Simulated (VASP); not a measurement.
Crystal: CsGe3.

```
Cs Ge
1.0
     6.84917    0.00000    0.00000
    -3.42458    5.93155    0.00000
     0.00000    0.00000    2.88340
Cs Ge
1 3
Cartesian
  0.0000 0.0000 0.0000
  3.4246 0.0000 0.0000
  -1.7123 2.9658 0.0000
  1.7123 2.9658 0.0000
```

The cell was generated, and may not be a known phase.

* Program: VASP 6.6.1
* Task: relaxation of cell and atoms
* Functional: PBE
* Potentials or basis: VASP PAW PBE potentials, release 64 (Cs_sv, Ge_d)
* Cutoff: 600 eV
* k mesh: 3 × 3 × 6
* Occupations: gaussian, width 0.1 eV
* Spin: no spin polarisation

At the start: pressure 1.1 GPa; volume 29.29 Å³/atom.

Q: Where does the relaxation end?

A: Over 12 steps the energy falls by 119.0 meV/atom and the volume is 28.57 Å³/atom (-2.5 %); space group P6/mmm (No. 191, to 0.1 Å) before and after.

Step by step:
```
step  energy change (eV)  largest force (eV/Å)  pressure (GPa)  volume (Å³)
   1              0.0000                0.0000            1.09       117.14
   2             -0.4381                0.0000           -1.33       119.73
   3             -0.4553                0.0000           -1.23       119.37
   4             -0.4551                0.0000           -1.24       119.34
   5             -0.4743                0.0000           -0.26       115.62
   6             -0.4751                0.0000           -0.26       115.09
   7             -0.4751                0.0000            0.03       114.04
   8             -0.4753                0.0000            0.01       114.43
   9             -0.4753                0.0000           -0.08       114.76
  10             -0.4754                0.0000           -0.09       114.67
  11             -0.4754                0.0000           -0.08       114.55
  12             -0.4758                0.0000           -0.01       114.27
```

Final structure:
```yaml
crystal:
  lattice:
    - [6.53062, 0.00000, 0.00000]
    - [-3.26531, 5.65568, 0.00000]
    - [0.00000, 0.00000, 3.09378]
  atoms:
    - { symbol: Cs, position: [0.00000, 0.00000, 0.00000] }
    - { symbol: Ge, position: [0.50000, 0.00000, 0.00000] }
    - { symbol: Ge, position: [0.00000, 0.50000, 0.00000] }
    - { symbol: Ge, position: [0.50000, 0.50000, 0.00000] }
```

Caveat: the k points lie up to 0.37 Å⁻¹ apart in the final cell, too coarse for converged energies and pressures of a metal; an odd number of electrons without spin polarisation forces a metal; a magnetic or distorted state may lie lower.
